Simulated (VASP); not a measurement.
The system is CdS (Hawleyite).

```
Cd S
1.0
     0.00000    2.96321    2.96321
     2.96321    0.00000    2.96321
     2.96321    2.96321    0.00000
Cd S
1 1
Direct
  0.00000 0.00000 0.00000
  0.25000 0.25000 0.25000
```

| Item | Value |
| --- | --- |
| Program | VASP 6.6.1 |
| Task | relaxation of cell and atoms |
| Functional | PBEsol |
| Potentials or basis | VASP PAW PBE potentials, release 64 (Cd, S) |
| Cutoff | 600 eV |
| k mesh | 6 × 6 × 6 |
| Occupations | fermi-dirac, width 0.02 eV |
| Spin | no spin polarisation |

At the start: pressure -2.5 GPa; volume 26.02 Å³/atom.

Where does the relaxation end?

Over 3 steps the energy falls by 9.7 meV/atom and the volume is 24.84 Å³/atom (-4.5 %); space group F-43m (No. 216, to 0.05 Å).

The path:
```tsv
step	energy change (eV)	largest force (eV/Å)	pressure (GPa)	volume (Å³)
1	0.0000	0.0000	-2.54	52.04
2	-0.0175	0.0000	0.91	48.99
3	-0.0195	0.0000	0.00	49.69
```

Final structure:
```xyz
2
Lattice="0.0000 2.9179 2.9179 2.9179 0.0000 2.9179 2.9179 2.9179 0.0000" Properties=species:S:1:pos:R:3 pbc="T T T"
Cd    0.0000    0.0000    0.0000
S     1.4590    1.4590    1.4590
```

Caveat: the PAW data sets were made with another functional, which shifts forces and pressure a little.
